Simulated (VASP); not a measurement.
# Pd (Fm-3m) in VASP: single point with PBEsol+D4

Aim: the single point of Pd with PBEsol+D4.

All numbers are computed with VASP 6.6.1; they aren't measurements. Logs are shortened: lines on timing, memory, paths and dates and some standing lists are left out, and cuts for length are marked.

### Step 1. The cell of the first run

The structure is cubic, space group Fm-3m (No. 225). Conventional cell: a = 3.856 Å, b = 3.856 Å, c = 3.856 Å, α = 90.00°, β = 90.00°, γ = 90.00°. Within 3.6 Å of Pd (site symmetry m-3m) lie 12 Pd at 2.73 Å.

### Step 2. Single point, PBEsol+D4

Input file INCAR:

```
PREC = Accurate
ENCUT = 500
EDIFF = 1E-6
ISMEAR = 0
SIGMA = 0.1
LREAL = False
LASPH = True
NELM = 120
ALGO = Normal
ISIF = 2
LWAVE = False
LCHARG = False
GGA = PS
IVDW = 13
NBANDS = 11
GGA_COMPAT = False
```

Input file KPOINTS:

```
Automatic mesh
0
Gamma
  18 18 18
```

Input file POSCAR:

```
Pd
1.0
    0.0000000000      1.9282490071      1.9282490071
    1.9282490071      0.0000000000      1.9282490071
    1.9282490071      1.9282490071      0.0000000000
Pd
1
Direct
    0.0000000000      0.0000000000      0.0000000000
```

Potentials or basis: VASP PAW PBE potentials, release 64 (Pd).

The run is started by

```
$ cat potpaw_PBE.64/Pd/POTCAR > POTCAR
$ mpirun -np 1 vasp_std > vasp.out
```

OUTCAR:

```text
PREC = Accurate
   ENCUT = 500
   EDIFF = 1E-6
   ISMEAR = 0
   LREAL = False
   LASPH = True
   NELM = 120
   ISIF = 2
   GGA = PS
   IVDW = 13

 ion  position               nearest neighbor table
   1  0.000  0.000  0.000-

  LATTYP: Found a face centered cubic cell.
 ALAT       =     3.8564980142

  Lattice vectors:

 A1 = (   0.0000000000,   1.9282490071,   1.9282490071)
 A2 = (   1.9282490071,   0.0000000000,   1.9282490071)
 A3 = (   1.9282490071,   1.9282490071,   0.0000000000)

Analysis of symmetry for initial positions (statically):
=====================================================================
 Subroutine PRICEL returns:
 Original cell was already a primitive cell.

 Routine SETGRP: Setting up the symmetry group for a
 face centered cubic supercell.

 Subroutine GETGRP returns: Found 48 space group operations
 (whereof 48 operations were pure point group operations)
 out of a pool of 48 trial point group operations.

The static configuration has the point symmetry O_h .

Analysis of symmetry for dynamics (positions and initial velocities):
=====================================================================
 Subroutine PRICEL returns:
 Original cell was already a primitive cell.

 Routine SETGRP: Setting up the symmetry group for a
 face centered cubic supercell.

 Subroutine GETGRP returns: Found 48 space group operations
 (whereof 48 operations were pure point group operations)
 out of a pool of 48 trial point group operations.

The dynamic configuration has the point symmetry O_h .

 Subroutine INISYM returns: Found 48 space group operations
 (whereof 48 operations are pure point group operations),
 and found     1 'primitive' translations

----------------------------------------------------------------------------------------

                                     Primitive cell

  volume of cell :      14.3390

  direct lattice vectors                    reciprocal lattice vectors
     0.000000000  1.928249007  1.928249007    -0.259302610  0.259302610  0.259302610
     1.928249007  0.000000000  1.928249007     0.259302610 -0.259302610  0.259302610
     1.928249007  1.928249007  0.000000000     0.259302610  0.259302610 -0.259302610

  length of vectors
     2.726955897  2.726955897  2.726955897     0.449125295  0.449125295  0.449125295

  position of ions in fractional coordinates (direct lattice)
     0.000000000  0.000000000  0.000000000

  ion indices of the primitive-cell ions
   primitive index   ion index
                 1           1

----------------------------------------------------------------------------------------

 KPOINTS: Automatic mesh

Automatic generation of k-mesh.
 Grid dimensions read from file:
 generate k-points for:   18   18   18

 Generating k-lattice:

  Cartesian coordinates                     Fractional coordinates (reciprocal lattice)
    -0.014405701  0.014405701  0.014405701     0.055555556  0.000000000  0.000000000
     0.014405701 -0.014405701  0.014405701     0.000000000  0.055555556  0.000000000
     0.014405701  0.014405701 -0.014405701     0.000000000  0.000000000  0.055555556

  Length of vectors
     0.024951405  0.024951405  0.024951405

  Shift w.r.t. Gamma in fractional coordinates (k-lattice)
     0.000000000  0.000000000  0.000000000

 Subroutine IBZKPT returns following result:
 ===========================================

 Found    195 irreducible k-points:

 Following reciprocal coordinates:
            Coordinates               Weight
  0.000000  0.000000  0.000000      1.000000
  0.055556  0.000000  0.000000      8.000000
  0.111111  0.000000  0.000000      8.000000
  0.166667  0.000000  0.000000      8.000000
  0.222222  0.000000  0.000000      8.000000
  0.277778  0.000000  0.000000      8.000000
[... 16 lines left out ...]
 -0.277778  0.055556  0.000000     24.000000
 -0.222222  0.055556  0.000000     24.000000
 [... further k-points ...]
   k-points           NKPTS =    195   k-points in BZ     NKDIM =    195   number of bands    NBANDS=     11
   number of dos      NEDOS =    301   number of ions     NIONS =      1
   total plane-waves  NPLWV =   8000
   dimension x,y,z NGX =    20 NGY =   20 NGZ =   20
   dimension x,y,z NGXF=    40 NGYF=   40 NGZF=   40
   ions per type =               1
   NGX,Y,Z   is equivalent  to a cutoff of  12.19, 12.19, 12.19 a.u.
   NGXF,Y,Z  is equivalent  to a cutoff of  24.39, 24.39, 24.39 a.u.
 SYSTEM =  unknown system
   PREC   = accura    normal or accurate (medium, high low for compatibility)
   ISTART =      0    job   : 0-new  1-cont  2-samecut
   ICHARG =      2    charge: 1-file 2-atom 10-const
   ISPIN  =      1    spin polarized calculation?
   LNONCOLLINEAR =      F non collinear calculations
   LSORBIT =      F    spin-orbit coupling
   LASPH  =      T    aspherical Exc in radial PAW
   ENCUT  =  500.0 eV  36.75 Ry    6.06 a.u.   4.97  4.97  4.97*2*pi/ulx,y,z
   NELM   =    120;   NELMIN=  2; NELMDL= -5     # of ELM steps
   EDIFF  = 0.1E-05   stopping-criterion for ELM
   LREAL  =      F    real-space projection
   EDIFFG = 0.1E-04   stopping-criterion for IOM
   NSW    =      0    number of steps for IOM
   IBRION =     -1    ionic relax: 0-MD 1-quasi-New 2-CG
   NFREE  =      0    steps in history (QN), initial steepest desc. (CG)
   ISIF   =      2    stress and relaxation
   ISYM   =      2    0-nonsym 1-usesym 2-fastsym
   POTIM  = 0.5000    time-step for ionic-motion
   TEBEG  =    0.0;   TEEND  =   0.0 temperature during run
   PSTRESS=    0.0 pullay stress
   NELECT =      10.0000    total number of electrons
   NUPDOWN=      -1.0000    fix difference up-down
   EMIN   =  10.00;   EMAX   =-10.00  energy-range for DOS
   EFERMI =   0.00;   METHOD = LEGACY
   ISMEAR =     0;   SIGMA  =   0.10  broadening in eV -4-tet -1-fermi 0-gaus
   EFERMI_NEDOS =   21; number of points for ismear=-14 and -15
   IALGO  =     38    algorithm
   IMIX   =      4    mixing-type and parameters
     AMIX     =   0.40;   BMIX     =  1.00
     AMIX_MAG =   1.60;   BMIX_MAG =  1.00
  volume/ion in A,a.u.               =      14.34        96.76
  Fermi-wavevector in a.u.,A,eV,Ry     =   1.451783  2.743472 28.676645  2.107674
  Thomas-Fermi vector in A             =   2.569240
   LORBIT       =      0    0 simple, 1 ext, 2 COOP (PROOUT), +10 PAW based schemes
   GGA     = PS    functional components
   LHFCALC =     F    Hartree Fock is set to
   AEXX    =    0.0000 exact exchange contribution
   IVDW    =    13    specifies the selected vdW correction
   LEPSILON=     F    determine dielectric tensor
   LRPA    =     F    only Hartree local field effects (RPA)
 non-spin polarized calculation
 Gauss-broadening in eV      SIGMA  =   0.10
  energy-cutoff  :      500.00
  volume of cell :       14.34
 maximum number of plane-waves:       375
   NGX =  9   NGY =  9   NGZ =  9

 number of electron      10.0000004 magnetization

 Free energy of the ion-electron system (eV)
  ---------------------------------------------------
  ext. energy  EPLUGINS =         0.00000000
  ---------------------------------------------------
  free energy    TOTEN  =        -5.96780456 eV

  energy without entropy =       -5.95654030  energy(sigma->0) =       -5.96217243

 E-fermi :  10.1109     XC(G=0): -13.5567

 val. band max:       10.1101082322   @ k =  -0.4444   0.3889   0.1111
 cond. band min:      10.1124092516   @ k =   0.5000   0.1111   0.0000
 fundamental gap:      0.0023010194
 Fermi energy:        10.1108532851

 k-point     1 :       0.0000    0.0000    0.0000
  band No.  band energies     occupation
      1       2.6433      2.00000
      2       7.1200      2.00000
      3       7.1200      2.00000
      4       7.1200      2.00000
      5       8.8301      2.00000
      6       8.8301      2.00000
      7      27.2420      0.00000
      8      32.1753      0.00000
      9      32.1753      0.00000
     10      32.1753      0.00000
     11      36.1043      0.00000

 k-point     2 :       0.0556    0.0000    0.0000
  band No.  band energies     occupation
      1       2.7587      2.00000
      2       7.0770      2.00000
      3       7.1611      2.00000
      4       7.1611      2.00000
      5       8.8097      2.00000
      6       8.8097      2.00000
      7      27.3731      0.00000
      8      31.4130      0.00000
      9      32.3142      0.00000
     10      32.3142      0.00000
     11      36.1437      0.00000

 k-point     3 :       0.1111    0.0000    0.0000
  band No.  band energies     occupation
      1       3.0919      2.00000
      2       6.9695      2.00000
      3       7.2687      2.00000
      4       7.2687      2.00000
      5       8.7664      2.00000
      6       8.7664      2.00000
      7      27.6803      0.00000
      8      29.8642      0.00000
      9      32.7103      0.00000
     10      32.7103      0.00000
     11      36.1693      0.00000

 k-point     4 :       0.1667    0.0000    0.0000
  band No.  band energies     occupation
      1       3.5943      2.00000
      2       6.8673      2.00000
      3       7.3895      2.00000
      4       7.3895      2.00000
      5       8.7584      2.00000
      6       8.7584      2.00000
      7      27.4900      0.00000
      8      28.6110      0.00000
      9      33.2933      0.00000
     10      33.2933      0.00000
     11      36.2294      0.00000

 k-point     5 :       0.2222    0.0000    0.0000
  band No.  band energies     occupation
      1       4.1445      2.00000
      2       6.9144      2.00000
      3       7.4426      2.00000
      4       7.4426      2.00000
      5       8.8688      2.00000
      6       8.8688      2.00000
      7      25.7924      0.00000
      8      28.4855      0.00000
      9      33.8874      0.00000
     10      33.8874      0.00000
     11      35.9616      0.00000
[... 211 lines left out ...]
 k-point    21 :      -0.3889    0.0556    0.0000
  band No.  band energies     occupation
      1       4.6778      2.00000
      2       7.1016      2.00000
      3       7.2003      2.00000
      4       9.0518      2.00000
      5       9.7272      2.00000
      6      10.7619      0.00000
      7      19.2605      0.00000
      8      26.9926      0.00000
      9      30.9600      0.00000
     10      32.3364      0.00000
     11      36.1490      0.00000

 k-point    22 :      -0.3333    0.0556    0.0000
  band No.  band energies     occupation
      1       4.7301      2.00000
      2       7.2110      2.00000
      3       7.2987      2.00000
      4       8.2578      2.00000
      5       9.3733      2.00000
      6      10.1182      0.91757
      7      21.1248      0.00000
      8      27.4340      0.00000
      9      31.4669      0.00000
     10      33.5610      0.00000
     11      36.1167      0.00000

 k-point    23 :      -0.2778    0.0556    0.0000
  band No.  band energies     occupation
      1       4.6874      2.00000
      2       7.2667      2.00000
      3       7.4161      2.00000
      4       7.4829      2.00000
      5       8.9981      2.00000
      6       9.6305      2.00000
      7      23.1653      0.00000
      8      27.9664      0.00000
      9      32.1295      0.00000
     10      35.0810      0.00000
     11      35.4203      0.00000

 k-point    24 :      -0.2222    0.0556    0.0000
  band No.  band energies     occupation
      1       4.3976      2.00000
      2       6.8719      2.00000
      3       7.4605      2.00000
      4       7.4983      2.00000
      5       8.6962      2.00000
      6       9.2496      2.00000
      7      25.2041      0.00000
      8      28.3877      0.00000
      9      32.5764      0.00000
     10      34.8775      0.00000
     11      35.3356      0.00000

 [... further k-points ...]

------------------------ aborting loop because EDIFF is reached ----------------------------------------

  DFT-D4 for vdW energy calculation

  Edisp (eV):   -0.29396

  FORCE on cell =-STRESS in cart. coord.  units (eV):
  Direction    XX          YY          ZZ          XY          YZ          ZX
  --------------------------------------------------------------------------------------
  -------------------------------------------------------------------------------------
  Total      -0.02457    -0.02457    -0.02457    -0.00000    -0.00000     0.00000
  in kB      -2.74582    -2.74582    -2.74582    -0.00000    -0.00000     0.00000
  external pressure =       -2.75 kB  Pullay stress =        0.00 kB

 VOLUME and BASIS-vectors are now :
 -----------------------------------------------------------------------------
  energy-cutoff  :      500.00
  volume of cell :       14.34
      direct lattice vectors                 reciprocal lattice vectors
     0.000000000  1.928249007  1.928249007    -0.259302610  0.259302610  0.259302610
     1.928249007  0.000000000  1.928249007     0.259302610 -0.259302610  0.259302610
     1.928249007  1.928249007  0.000000000     0.259302610  0.259302610 -0.259302610

 POSITION                                       TOTAL-FORCE (eV/Angst)
 -----------------------------------------------------------------------------------
      0.00000      0.00000      0.00000         0.000000      0.000000      0.000000
 -----------------------------------------------------------------------------------
    total drift:                               -0.000000     -0.000000     -0.000000

  FREE ENERGIE OF THE ION-ELECTRON SYSTEM (eV)
  ---------------------------------------------------
  free  energy   TOTEN  =        -6.2617612203 eV

  energy  without entropy=       -6.2504969649  energy(sigma->0) =       -6.25612909
```

Run time: 24 s. Hardware: 1 thread of AMD EPYC 7R43 (Zen 3), shared host; peak memory 0.11 GiB.

Results:

```yaml
Free_energy: -6.2618 eV
Pressure: -0.3 GPa
Band_gap_on_the_k_mesh: zero (bands 5 and 6 overlap by 1.66 eV)
Dispersion_energy_per_atom: -0.294 eV
```

Levels at points of the mesh, in eV from the Fermi level:
| k point | band 1 | band 2 | band 3 | band 4 | band 5 | band 6 | band 7 | band 8 | band 9 | band 10 |
| --- | --- | --- | --- | --- | --- | --- | --- | --- | --- | --- |
| (0.00, 0.00, 0.00) | -7.47 | -2.99 | -2.99 | -2.99 | -1.28 | -1.28 | 17.13 | 22.06 | 22.06 | 22.06 |
| (0.50, 0.00, 0.00) | -5.57 | -3.04 | -3.04 | -0.02 | -0.02 | 0.85 | 7.49 | 16.50 | 21.28 | 21.28 |
| (0.50, 0.50, 0.00) | -5.67 | -5.37 | -0.04 | 0.31 | 0.31 | 3.24 | 11.01 | 13.26 | 13.26 | 21.89 |

Caveat: the PAW data sets were made with another functional, which shifts forces and pressure a little.
